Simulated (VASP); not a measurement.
Pt: relaxation of cell and atoms with LDA

Pt:

```
Pt
1.0
     0.00000    1.96090    1.96090
     1.96090    0.00000    1.96090
     1.96090    1.96090    0.00000
Pt
1
Cartesian
  0.0000 0.0000 0.0000
```

- Program: VASP 6.6.1
- Task: relaxation of cell and atoms
- Functional: LDA
- Potentials or basis: VASP PAW LDA potentials, release 64 (Pt)
- Cutoff: 500 eV
- k mesh: 9 × 9 × 9
- Occupations: fermi-dirac, width 0.05 eV
- Spin: no spin polarisation
- Dipole correction: no
- Further INCAR settings: ALGO = Normal; EDIFF = 1e-07; IBRION = 2; EDIFFG = -0.01; NSW = 80; ISIF = 3

The relaxed volume is 14.78 Å³/atom and the relaxed cell is a = 2.755 Å, b = 2.755 Å, c = 2.755 Å, α = 60.00°, β = 60.00°, γ = 60.00°. The space group after relaxing (to 0.05 Å) is Fm-3m (No. 225) and the energy gained by relaxing is 5.7 meV/atom. The ionic steps are 4, the pressure after relaxing is 0.0 GPa and the band gap on the k mesh is zero (band 5 reaches 11.91 eV, above the bottom of band 6 at 9.77 eV).

The path:
```csv
step,energy change (eV),largest force (eV/Å),pressure (GPa),volume (Å³)
1,0.0000,0.0000,-5.91,15.08
2,0.0517,0.0000,22.32,13.90
3,-0.0057,0.0000,-0.16,14.78
4,-0.0057,0.0000,-0.02,14.78
```

Final structure:
```cif
data_structure
_symmetry_space_group_name_H-M 'P 1'
_symmetry_Int_Tables_number 1
_cell_length_a 2.7545
_cell_length_b 2.7545
_cell_length_c 2.7545
_cell_angle_alpha 60.000
_cell_angle_beta 60.000
_cell_angle_gamma 60.000
_cell_volume 14.78
loop_
_atom_site_label
_atom_site_type_symbol
_atom_site_fract_x
_atom_site_fract_y
_atom_site_fract_z
_atom_site_occupancy
Pt1 Pt 0.00000 0.00000 0.00000 1
```

Levels at points of the mesh, in eV from the Fermi level:
| k point | band 3 | band 4 | band 5 | band 6 | band 7 | band 8 |
| --- | --- | --- | --- | --- | --- | --- |
| (0.00, 0.00, 0.00) | -3.97 | -3.97 | -1.70 | -1.70 | 14.53 | 19.57 |

It took 8.6 s on 1 thread of Intel Xeon 6975P-C, on a shared host, peak memory 0.13 GiB.

Caveat: spin-orbit coupling is left out, which moves the levels of the heavy elements. Zero-point motion and thermal expansion aren't in these numbers.
